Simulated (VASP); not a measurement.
Set up this calculation in VASP 6.6.1, as the native input.

* Task: single point
* Functional: PBE
* Potentials or basis: VASP PAW PBE potentials, release 64 (Te, Sn_d)
* Cutoff: 520 eV
* k mesh: 7 × 7 × 7
* Occupations: gaussian, width 0.018 eV
* Spin: no spin polarisation
* Dipole correction: no
* Further INCAR settings: ALGO = Normal; EDIFF = 1e-06; NBANDS = 17

The structure of SnTe lies in POSCAR:

```
SnTe
1.0
    0.0000000000      3.1508500000      3.1508500000
    3.1508500000      0.0000000000      3.1508500000
    3.1508500000      3.1508500000      0.0000000000
Te Sn
1 1
Direct
    0.5000000000      0.5000000000      0.5000000000
    0.0000000000      0.0000000000      0.0000000000
```

The input as run:

INCAR

```
SYSTEM = SnTe
  ALGO = Normal
  EDIFF = 1E-6
  ENCUT = 520
  GGA = PE
  ISIF = 2
  ISMEAR = 0
  LASPH = .True.
  LCHARG = .True.
  LELF = .True.
  LREAL = .False.
  LVHAR = .True.
  LWAVE = .False.
  NBANDS = 17
  NELM = 100
  PREC = Accurate
  SIGMA = 0.018000000000000002
```

KPOINTS

```
k-points
0
Gamma
  7 7 7
  0 0 0
```

Potentials or basis: VASP PAW PBE potentials, release 64 (Te, Sn_d).

The run is started by

```bash
$ cat potpaw_PBE.64/Te/POTCAR potpaw_PBE.64/Sn_d/POTCAR > POTCAR
$ mpirun -np 1 vasp_std > vasp.out
```

Results of the run:

| Property | Result |
| --- | --- |
| Pressure | 2.2 GPa |

It took 19 s on 1 thread of Intel(R) Xeon(R) Platinum 8488C (Sapphire Rapids), with other jobs on the host, peak memory 0.21 GiB.
